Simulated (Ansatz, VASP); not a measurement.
# HfC: VASP beside Ansatz

```
Hf C
1.0
     0.00000    2.30382    2.30382
     2.30382    0.00000    2.30382
     2.30382    2.30382    0.00000
Hf C
1 1
Direct
  0.50000 0.50000 0.50000
  0.00000 0.00000 0.00000
```

Alike in both runs: task single point; functional PBEsol; k mesh 12 × 12 × 12; occupations gaussian, width 0.1 eV; no spin polarisation.

|  | VASP | Ansatz |
| --- | --- | --- |
| version | VASP 6.6.1 | Ansatz 0.2.0 |
| potentials or method | VASP PAW PBE potentials, release 64 (Hf_pv, C), cutoff 520 eV | plane-wave PAW, scalar-relativistic |
| valence electrons in the cell | 14 | 30 |

|  | VASP | Ansatz | Ansatz less VASP |
| --- | --- | --- | --- |
| pressure (GPa) | -0.4 | 0.0 | +0.35 |

VASP's potentials were made for PBE, not for PBEsol, and Ansatz warns of the same on its side. The functional is the same, so the differences come from potentials, cutoffs and numerics. VASP's potentials hold 14 valence electrons a cell and Ansatz's 30, so a difference there can come from the potentials and not from the codes.

Spin-orbit coupling is off throughout.
